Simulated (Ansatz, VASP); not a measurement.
**One calculation of SrTiO3, two programs**

The input INCAR:

```
SYSTEM = SrTiO3
PREC     = Accurate       ! precision mode
ENCUT    = 520            ! plane-wave cutoff, eV
EDIFF    = 1E-6           ! SCF threshold, eV
ISMEAR   = 0              ! smearing method
SIGMA    = 0.05           ! smearing width, eV
LREAL    = .FALSE.        ! projectors in reciprocal space
LASPH    = .TRUE.         ! aspherical terms in the spheres
NELM     = 80             ! most SCF steps
ALGO     = Normal         ! electronic algorithm
ISIF     = 2              ! what is computed and relaxed
LWAVE    = .FALSE.        ! write WAVECAR
LCHARG   = .FALSE.        ! write CHGCAR
GGA      = PE             ! functional
NBANDS   = 51             ! bands
```

Contents of KPOINTS:

```
Automatic mesh
0
G
  8 8 8
  0 0 0
```

File POSCAR:

```
SrTiO3
1.0
   -2.7777137596      2.7777137596      3.9464442078
    2.7777137596     -2.7777137596      3.9464442078
    2.7777137596      2.7777137596     -3.9464442078
Sr Ti O
2 2 6
Direct
    0.7500000000      0.2500000000      0.5000000000
    0.2500000000      0.7500000000      0.5000000000
    0.0000000000      0.0000000000      0.0000000000
    0.5000000000      0.5000000000      0.0000000000
    0.2500000000      0.2500000000      0.0000000000
    0.7500000000      0.7500000000      0.0000000000
    0.7493152389      0.2493152389      0.9563899212
    0.2281949606      0.2718050394      0.5000000000
    0.2718050394      0.7718050394      0.0436100788
    0.7718050394      0.7281949606      0.5000000000
```

Input for Ansatz:

```yaml
crystal:
  lattice:
    - [-2.7777137596, 2.7777137596, 3.9464442078]
    - [2.7777137596, -2.7777137596, 3.9464442078]
    - [2.7777137596, 2.7777137596, -3.9464442078]
  atoms:
    - { symbol: Sr, position: [0.75, 0.25, 0.5] }
    - { symbol: Sr, position: [0.25, 0.75, 0.5] }
    - { symbol: Ti, position: [0.0, 0.0, 0.0] }
    - { symbol: Ti, position: [0.5, 0.5, 0.0] }
    - { symbol: O, position: [0.25, 0.25, 0.0] }
    - { symbol: O, position: [0.75, 0.75, 0.0] }
    - { symbol: O, position: [0.7493152389, 0.2493152389, 0.9563899212] }
    - { symbol: O, position: [0.2281949606, 0.2718050394, 0.5] }
    - { symbol: O, position: [0.2718050394, 0.7718050394, 0.0436100788] }
    - { symbol: O, position: [0.7718050394, 0.7281949606, 0.5] }
basis:
  ecutwfc: 420
kpoints:
  mp_grid: { grid: [8, 8, 8] }
hamiltonian:
  xc: pbe
scf:
  occupations: { method: gaussian, width: 0.05 }
output:
  forces: true
  stress: true
  eigenvalues: true
```

Alike in both runs: task single point; functional PBE; k mesh 8 × 8 × 8; occupations gaussian, width 0.05 eV; no spin polarisation.

|  | VASP | Ansatz |
| --- | --- | --- |
| version | VASP 6.6.1 | Ansatz 0.2.0 |
| potentials or method | VASP PAW PBE potentials, release 64 (Sr_sv, Ti_sv, O), cutoff 520 eV | scalar-relativistic, plane waves, PAW |
| valence electrons in the cell | 80 | 80 |

```csv
,VASP,Ansatz,Ansatz less VASP
gap on the k mesh at the Fermi level (eV),1.90,1.93,+0.029
least direct gap on the mesh (eV),1.90,1.93,+0.029
pressure (GPa),0.6,0.0,-0.61
"traceless stress, the component that is largest in VASP (GPa)",-0.17,-0.16,+0.013
rms of the force components (eV/Å),0.226,0.226,-0.0007
```

Atom by atom the forces differ by 0.004 eV/Å (rms over components). With one functional, cell and mesh, what is left measures potentials, basis and numerics.
